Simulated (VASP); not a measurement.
Wanted: the native input for a VASP 6.6.1 run.

```
Task                   : single point
Functional             : PBE
Dispersion             : D3(BJ)
Potentials or basis    : VASP PAW PBE potentials, release 64 (B, N)
Cutoff                 : 520 eV
k mesh                 : 3 × 3 × 2, shifted
Occupations            : fermi-dirac, width 0.0388 eV
Spin                   : no spin polarisation
Dipole correction      : no
Further INCAR settings : LREAL = Auto; ALGO = Normal; EDIFF = 1e-06; NBANDS = 46
```

The structure of BN lies in POSCAR:

```
BN
1.0
    2.5183372967     -4.3618881484      0.0000000000
   -5.0366745933      0.0000000000      0.0000000000
    0.0000000000      0.0000000000     -6.7122260769
B N
8 8
Direct
    0.4703637347      0.4748711659      0.4969291799
   -0.0348039644      0.4711803064      0.4994557635
    0.4778891455     -0.0258483924      0.5010652146
   -0.0293407340     -0.0270297122      0.4897987586
    0.2043977217      0.3670646915     -0.0021052628
    0.7037461520      0.3673848981      0.0011075312
    0.1942236874      0.8634851578      0.0061808109
    0.6932179132      0.8619259484      0.0075149435
    0.5310303523      0.5216494521     -0.0062891207
    0.0340212759      0.5297944107     -0.0025767904
    0.5222596093      0.0332391639      0.0216680723
    0.0324141737      0.0288709981      0.0080031571
    0.3067306988      0.1306366625      0.4933178594
    0.8014870811      0.1396492460      0.4950186364
    0.2957723711      0.6371407432      0.5090642003
    0.7995642899      0.6304819804      0.4818352307
```

This cell differs from its parent crystal: dynamics (nvt nose hoover) at 450 K, volume x 1.01, from the last frame before.

One way to write it, as run:

INCAR

```
  ALGO = Normal
  EDIFF = 1E-6
  ENCUT = 520
  GGA = PE
  ISIF = 2
  ISMEAR = -1
  IVDW = 12
  LASPH = True
  LCHARG = False
  LREAL = Auto
  LWAVE = False
  NBANDS = 46
  NELM = 60
  PREC = Accurate
  SIGMA = 0.0388
```

KPOINTS

```
Automatic mesh
0
Gamma
  3 3 2
  0 0 0.5
```

Potentials or basis: VASP PAW PBE potentials, release 64 (B, N).

The run is started by

```bash
$ cat potpaw_PBE.64/B/POTCAR potpaw_PBE.64/N/POTCAR > POTCAR
$ mpirun -np 1 vasp_std > vasp.out
```

Results of the run:

```yaml
Pressure: -3.4 GPa
Largest_force: 2.616 eV/Å
Band_gap_on_the_k_mesh: 4.18 eV
Dispersion_energy_per_atom: -0.138 eV
```

Caveat: the k points lie up to 0.48 Å⁻¹ apart; forces of over 1 eV/Å act on the atoms, so gaps and moduli don't describe the material at rest.

Wall time 77 s on 1 thread of Intel(R) Xeon(R) 6975P-C (Granite Rapids), on a shared host, peak memory 0.27 GiB.
